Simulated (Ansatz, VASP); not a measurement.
One calculation of C, two programs

```
C
1.0
     1.22814   -2.12651    0.00000
     1.22814    2.12651    0.00000
     0.00000    0.00000    7.11779
C
4
Direct
  0.08331 0.91669 0.74991
  0.58331 0.41669 0.25009
  0.91669 0.08331 0.25009
  0.41669 0.58331 0.74991
```

Alike in both runs: functional r2SCAN; k mesh 18 × 18 × 6; occupations gaussian, width 0.1 eV; no spin polarisation.

Ansatz relaxed the structure, and its values are those at the end. VASP's run is a single point on that final structure, the one shown.

|  | VASP | Ansatz |
| --- | --- | --- |
| version | VASP 6.6.1 | Ansatz 0.2.0 |
| potentials or method | VASP PAW PBE potentials, release 64 (C), cutoff 520 eV | scalar-relativistic, plane waves, PAW |
| valence electrons in the cell | 16 | 16 |

|  | VASP | Ansatz | Ansatz less VASP |
| --- | --- | --- | --- |
| pressure (GPa) | 0.6 | 0.0 | -0.64 |
| rms of the force components (eV/Å) | 0.003 | 0.003 | +0.0001 |

VASP's potentials were made for PBE, not for r2SCAN.
